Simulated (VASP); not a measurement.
# Sb (I4/mcm) in VASP: further runs

Aim: see how the results for Sb move with the level of theory and the settings. Levels: LDA, PBEsol. Tasks: single point.

Program: VASP 6.6.1. These are calculated values, not measurements. Logs are shortened: lines on timing, memory, paths and dates and some standing lists are left out, and cuts for length are marked.

### Step 1. The cell of the first run

The structure is tetragonal, space group I4/mcm (No. 140). The conventional cell has a = 8.166 Å, b = 8.166 Å, c = 4.104 Å, α = 90.00°, β = 90.00°, γ = 90.00°. Sb (site symmetry m2m) has 9 Sb at 3.07 to 4.10 Å within 4.2 Å.

### Step 2. Single point, LDA (34.21 Å³/atom)

File INCAR:

```
PREC = Accurate ; ENCUT = 520
EDIFF = 1E-7 ; ISMEAR = -1
SIGMA = 0.05 ; LREAL = F
LASPH = T ; NELM = 60
ALGO = Normal ; ISIF = 2
LWAVE = F ; LCHARG = F
NBANDS = 18
```

File KPOINTS:

```
regular mesh
0
Gamma
  7 7 7
```

File POSCAR:

```
Sb
1.0
   -4.0830431818      4.0830431818      2.0521409013
    4.0830431818     -4.0830431818      2.0521409013
    4.0830431818      4.0830431818     -2.0521409013
Sb
4
Direct
    0.6512630600      0.1512630600      0.8025261200
    0.1512630600      0.3487369400      0.5000000000
    0.3487369400      0.8487369400      0.1974738800
    0.8487369400      0.6512630600      0.5000000000
```

Potentials or basis: VASP PAW LDA potentials, release 64 (Sb).

Launch:

```sh
> cat potpaw_LDA.64/Sb/POTCAR > POTCAR
> mpirun -np 1 vasp_std > vasp.out
```

OUTCAR:

```text
PREC = Accurate
   ENCUT = 520
   EDIFF = 1E-7
   ISMEAR = -1
   LREAL = F
   LASPH = T
   NELM = 60
   ISIF = 2

 ion  position               nearest neighbor table
   1  0.651  0.151  0.803-   3 3.07   3 3.07   2 3.21   4 3.21   2 3.21   4 3.21   3 3.49
   2  0.151  0.349  0.500-   4 3.07   4 3.07   1 3.21   3 3.21   1 3.21   3 3.21   4 3.49
   3  0.349  0.849  0.197-   1 3.07   1 3.07   2 3.21   4 3.21   4 3.21   2 3.21   1 3.49
   4  0.849  0.651  0.500-   2 3.07   2 3.07   1 3.21   3 3.21   3 3.21   1 3.21   2 3.49

  LATTYP: Found a body centered tetragonal cell.
 ALAT       =     8.1660863636
 C/A-ratio  =     0.5026008323

  Lattice vectors:

 A1 = (  -4.0830431818,   4.0830431818,   2.0521409013)
 A2 = (   4.0830431818,  -4.0830431818,   2.0521409013)
 A3 = (   4.0830431818,   4.0830431818,  -2.0521409013)

Analysis of symmetry for initial positions (statically):
=====================================================================
 Subroutine PRICEL returns:
 Original cell was already a primitive cell.

 Routine SETGRP: Setting up the symmetry group for a
 body centered tetragonal supercell.

 Subroutine GETGRP returns: Found 16 space group operations
 (whereof  8 operations were pure point group operations)
 out of a pool of 16 trial point group operations.

The static configuration has the point symmetry C_4h.
 The point group associated with its full space group is D_4h.

Analysis of symmetry for dynamics (positions and initial velocities):
=====================================================================
 Subroutine PRICEL returns:
 Original cell was already a primitive cell.

 Routine SETGRP: Setting up the symmetry group for a
 body centered tetragonal supercell.

 Subroutine GETGRP returns: Found 16 space group operations
 (whereof  8 operations were pure point group operations)
 out of a pool of 16 trial point group operations.

The dynamic configuration has the point symmetry C_4h.
 The point group associated with its full space group is D_4h.

 Subroutine INISYM returns: Found 16 space group operations
 (whereof  8 operations are pure point group operations),
 and found     1 'primitive' translations

----------------------------------------------------------------------------------------

                                     Primitive cell

  volume of cell :     136.8469

  direct lattice vectors                    reciprocal lattice vectors
    -4.083043182  4.083043182  2.052140901     0.000000000  0.122457681  0.243647987
     4.083043182 -4.083043182  2.052140901     0.122457681  0.000000000  0.243647987
     4.083043182  4.083043182 -2.052140901     0.122457681  0.122457681  0.000000000

  length of vectors
     6.128112722  6.128112722  6.128112722     0.272690714  0.272690714  0.173181313

  position of ions in fractional coordinates (direct lattice)
     0.651263060  0.151263060  0.802526120
     0.151263060  0.348736940  0.500000000
     0.348736940  0.848736940  0.197473880
     0.848736940  0.651263060  0.500000000

  ion indices of the primitive-cell ions
   primitive index   ion index
                 1           1
                 2           2
                 3           3
                 4           4

----------------------------------------------------------------------------------------

 KPOINTS: regular mesh

Automatic generation of k-mesh.
 Grid dimensions read from file:
 generate k-points for:    7    7    7

 Generating k-lattice:

  Cartesian coordinates                     Fractional coordinates (reciprocal lattice)
     0.000000000  0.017493954  0.034806855     0.142857143  0.000000000 -0.000000000
     0.017493954  0.000000000  0.034806855     0.000000000  0.142857143 -0.000000000
     0.017493954  0.017493954  0.000000000     0.000000000  0.000000000  0.142857143

  Length of vectors
     0.038955816  0.038955816  0.024740188

  Shift w.r.t. Gamma in fractional coordinates (k-lattice)
     0.000000000  0.000000000  0.000000000

 Subroutine IBZKPT returns following result:
 ===========================================

 Found     40 irreducible k-points:

 Following reciprocal coordinates:
            Coordinates               Weight
  0.000000  0.000000  0.000000      1.000000
  0.142857  0.000000  0.000000      8.000000
  0.285714  0.000000  0.000000      8.000000
  0.428571 -0.000000  0.000000      8.000000
  0.142857  0.142857  0.000000      8.000000
  0.285714  0.142857 -0.000000     16.000000
[... 16 lines left out ...]
 -0.142857  0.285714  0.142857      8.000000
 -0.428571  0.428571  0.142857      8.000000
 [... further k-points ...]
   k-points           NKPTS =     40   k-points in BZ     NKDIM =     40   number of bands    NBANDS=     18
   number of dos      NEDOS =    301   number of ions     NIONS =      4
   total plane-waves  NPLWV = 110592
   dimension x,y,z NGX =    48 NGY =   48 NGZ =   48
   dimension x,y,z NGXF=    96 NGYF=   96 NGZF=   96
   ions per type =               4
   NGX,Y,Z   is equivalent  to a cutoff of  13.02, 13.02, 13.02 a.u.
   NGXF,Y,Z  is equivalent  to a cutoff of  26.04, 26.04, 26.04 a.u.
 SYSTEM =  unknown system
   PREC   = accura    normal or accurate (medium, high low for compatibility)
   ISTART =      0    job   : 0-new  1-cont  2-samecut
   ICHARG =      2    charge: 1-file 2-atom 10-const
   ISPIN  =      1    spin polarized calculation?
   LNONCOLLINEAR =      F non collinear calculations
   LSORBIT =      F    spin-orbit coupling
   LASPH  =      T    aspherical Exc in radial PAW
   ENCUT  =  520.0 eV  38.22 Ry    6.18 a.u.  11.39 11.39 11.39*2*pi/ulx,y,z
   NELM   =     60;   NELMIN=  2; NELMDL= -5     # of ELM steps
   EDIFF  = 0.1E-06   stopping-criterion for ELM
   LREAL  =      F    real-space projection
   EDIFFG = 0.1E-05   stopping-criterion for IOM
   NSW    =      0    number of steps for IOM
   IBRION =     -1    ionic relax: 0-MD 1-quasi-New 2-CG
   NFREE  =      0    steps in history (QN), initial steepest desc. (CG)
   ISIF   =      2    stress and relaxation
   ISYM   =      2    0-nonsym 1-usesym 2-fastsym
   POTIM  = 0.5000    time-step for ionic-motion
   TEBEG  =    0.0;   TEEND  =   0.0 temperature during run
   PSTRESS=    0.0 pullay stress
   NELECT =      20.0000    total number of electrons
   NUPDOWN=      -1.0000    fix difference up-down
   EMIN   =  10.00;   EMAX   =-10.00  energy-range for DOS
   EFERMI =   0.00;   METHOD = LEGACY
   ISMEAR =    -1;   SIGMA  =   0.05  broadening in eV -4-tet -1-fermi 0-gaus
   EFERMI_NEDOS =   21; number of points for ismear=-14 and -15
   IALGO  =     38    algorithm
   IMIX   =      4    mixing-type and parameters
     AMIX     =   0.40;   BMIX     =  1.00
     AMIX_MAG =   1.60;   BMIX_MAG =  1.00
  volume/ion in A,a.u.               =      34.21       230.87
  Fermi-wavevector in a.u.,A,eV,Ry     =   0.862329  1.629566 10.117452  0.743612
  Thomas-Fermi vector in A             =   1.980115
   LORBIT       =      0    0 simple, 1 ext, 2 COOP (PROOUT), +10 PAW based schemes
   GGA     = CA    functional components
   LHFCALC =     F    Hartree Fock is set to
   AEXX    =    0.0000 exact exchange contribution
   IVDW    =     0    specifies the selected vdW correction
   LEPSILON=     F    determine dielectric tensor
   LRPA    =     F    only Hartree local field effects (RPA)
 non-spin polarized calculation
  energy-cutoff  :      520.00
  volume of cell :      136.85
 maximum number of plane-waves:      3711
 NGX is ok and might be reduce to    48
   NGX = 23   NGY = 23   NGZ = 23

 number of electron      19.9999999 magnetization

 Free energy of the ion-electron system (eV)
  ---------------------------------------------------
  ext. energy  EPLUGINS =         0.00000000
  ---------------------------------------------------
  free energy    TOTEN  =       -18.04537893 eV

  energy without entropy =      -18.01767266  energy(sigma->0) =      -18.03152580

 E-fermi :   5.4956     XC(G=0):  -9.0486

 val. band max:        5.4900831320   @ k =   0.2857   0.2857   0.0000
 cond. band min:       5.4972836163   @ k =   0.1429   0.1429   0.1429
 fundamental gap:      0.0072004843
 Fermi energy:         5.4955768441

 k-point     1 :       0.0000    0.0000    0.0000
  band No.  band energies     occupation
      1      -6.7131      2.00000
      2      -3.5439      2.00000
      3      -2.3802      2.00000
      4      -2.3802      2.00000
      5       0.9542      2.00000
      6       4.0536      2.00000
[... 10 lines left out ...]
     17      10.8963      0.00000
     18      12.1535      0.00000

 k-point     2 :       0.1429    0.0000    0.0000
  band No.  band energies     occupation
      1      -6.4988      2.00000
      2      -3.5915      2.00000
      3      -2.4458      2.00000
      4      -2.1617      2.00000
      5       1.2872      2.00000
      6       2.4646      2.00000
[... 10 lines left out ...]
     17       9.9454      0.00000
     18      11.6677      0.00000

 k-point     3 :       0.2857    0.0000    0.0000
  band No.  band energies     occupation
      1      -5.8620      2.00000
      2      -3.5433      2.00000
      3      -2.6075      2.00000
      4      -2.2755      2.00000
      5       1.3267      2.00000
      6       1.3525      2.00000
[... 10 lines left out ...]
     17      10.2241      0.00000
     18      12.2706      0.00000

 k-point     4 :       0.4286   -0.0000    0.0000
  band No.  band energies     occupation
      1      -4.8332      2.00000
      2      -3.5839      2.00000
      3      -3.1506      2.00000
      4      -2.8738      2.00000
      5       0.8063      2.00000
      6       0.9400      2.00000
[... 375 lines left out ...]
      4      -1.3454      2.00000
      5       2.1022      2.00000
      6       2.6643      2.00000
[... 10 lines left out ...]
     17       9.6950      0.00000
     18      10.7684      0.00000

 k-point    23 :      -0.1429    0.2857    0.1429
  band No.  band energies     occupation
      1      -6.2229      2.00000
      2      -4.1791      2.00000
      3      -3.1311      2.00000
      4      -1.4510      2.00000
      5       2.0799      2.00000
      6       2.3048      2.00000
[... 10 lines left out ...]
     17      10.3739      0.00000
     18      11.0655      0.00000

 k-point    24 :      -0.4286    0.4286    0.1429
  band No.  band energies     occupation
      1      -6.1437      2.00000
      2      -4.8909      2.00000
      3      -3.1012      2.00000
      4      -1.1718      2.00000
      5       2.2544      2.00000
      6       2.9467      2.00000
[... 10 lines left out ...]
     17       9.6963      0.00000
     18      10.3775      0.00000

 [... further k-points ...]
[... 5 lines left out ...]
  --------------------------------------------------------------------------------------
  -------------------------------------------------------------------------------------
  Total       -2.6643998     -2.6643998     -3.3206166      0.0000000      0.0000000     -0.0000000
  in kB      -31.1942727    -31.1942727    -38.8771302      0.0000000      0.0000000     -0.0000000
  external PRESSURE =     -33.7552252 kB  Pullay stress =       0.0000000 kB

 VOLUME and BASIS-vectors are now :
 -----------------------------------------------------------------------------
  energy-cutoff  :      520.00
  volume of cell :      136.85
      direct lattice vectors                 reciprocal lattice vectors
    -4.083043182  4.083043182  2.052140901     0.000000000  0.122457681  0.243647987
     4.083043182 -4.083043182  2.052140901     0.122457681  0.000000000  0.243647987
     4.083043182  4.083043182 -2.052140901     0.122457681  0.122457681  0.000000000

 POSITION                                       TOTAL-FORCE (eV/Angst)
 -----------------------------------------------------------------------------------
      1.23523      5.31827     -0.00000        -0.070698     -0.070698     -0.000000
      2.84782      1.23523      0.00000         0.070698     -0.070698     -0.000000
      2.84782     -1.23523      2.05214         0.070698      0.070698      0.000000
      1.23523      2.84782      2.05214        -0.070698      0.070698     -0.000000
 -----------------------------------------------------------------------------------
    total drift:                               -0.000000     -0.000000      0.000000

  FREE ENERGIE OF THE ION-ELECTRON SYSTEM (eV)
  ---------------------------------------------------
  free  energy   TOTEN  =       -18.0453789280 eV

  energy  without entropy=      -18.0176726621  energy(sigma->0) =      -18.03152580
```

It took 2.9 min on 1 thread of Intel Xeon 8259CL, shared host; peak memory 0.27 GiB.

What came out:

- Free energy: -18.0454 eV
- Pressure: -3.4 GPa
- Largest force: 0.100 eV/Å
- Band gap on the k mesh: zero (bands 10 and 11 overlap by 1.51 eV)

Forces in eV/Å, atoms in the order of the input:
```
Sb  -0.071 -0.071  0.000
Sb   0.071 -0.071  0.000
Sb   0.071  0.071  0.000
Sb  -0.071  0.071  0.000
```

Caveat: the cell stands under tension; spin-orbit coupling is left out, which moves the levels of the heavy elements.

### Step 3. Single point, PBEsol

This run uses another cell than the first one, of 32.90 Å³/atom.

File INCAR:

```
PREC = Accurate ; ENCUT = 520
EDIFF = 1E-6 ; ISMEAR = -1
SIGMA = 0.05 ; LREAL = False
LASPH = True ; NELM = 80
ALGO = Normal ; ISIF = 2
LWAVE = False ; LCHARG = True
GGA = PS ; LELF = True
LVHAR = True ; NBANDS = 18
```

File KPOINTS:

```
regular mesh
0
Gamma
  6 6 6
```

File POSCAR:

```
Sb
1.0
   -4.0300106443      4.0300106443      2.0254867038
    4.0300106443     -4.0300106443      2.0254867038
    4.0300106443      4.0300106443     -2.0254867038
Sb
4
Direct
    0.6512630600      0.1512630600      0.8025261200
    0.1512630600      0.3487369400      0.5000000000
    0.3487369400      0.8487369400      0.1974738800
    0.8487369400      0.6512630600      0.5000000000
```

Potentials or basis: VASP PAW PBE potentials, release 64 (Sb).

Launch:

```sh
> cat potpaw_PBE.64/Sb/POTCAR > POTCAR
> mpirun -np 1 vasp_std > vasp.out
```

Wall time 1.9 min (1 thread of AMD EPYC 7R13, shared host); peak memory 0.29 GiB.

Results (log left out):

```yaml
Free_energy: -17.1192 eV
Pressure: -0.4 GPa
Largest_force: 0.102 eV/Å
Band_gap_on_the_k_mesh: zero (bands 10 and 11 overlap by 1.72 eV)
```

Forces on the atoms (eV/Å):
```
Sb  -0.072 -0.072  0.000
Sb   0.072 -0.072  0.000
Sb   0.072  0.072  0.000
Sb  -0.072  0.072  0.000
```

Stress tensor (GPa, compression positive):
```
-0.49  0.00  0.00
 0.00 -0.49  0.00
 0.00  0.00 -0.18
```

Levels at points of the mesh, in eV from the Fermi level:
| k point | band 8 | band 9 | band 10 | band 11 | band 12 | band 13 |
| --- | --- | --- | --- | --- | --- | --- |
| (0.00, 0.00, 0.00) | -1.20 | -1.08 | -1.00 | -1.00 | -0.43 | 2.53 |
| (0.50, 0.00, 0.00) | -2.33 | -1.16 | -1.16 | -0.51 | -0.51 | 2.56 |
| (0.50, 0.50, 0.00) | -2.29 | -1.03 | 0.09 | 0.16 | 1.94 | 1.97 |
| (0.50, 0.50, 0.50) | -1.39 | 0.06 | 0.72 | 1.73 | 1.92 | 1.92 |

Caveat: the PAW data sets were made with another functional, which shifts forces and pressure a little; spin-orbit coupling is left out, which moves the levels of the heavy elements.
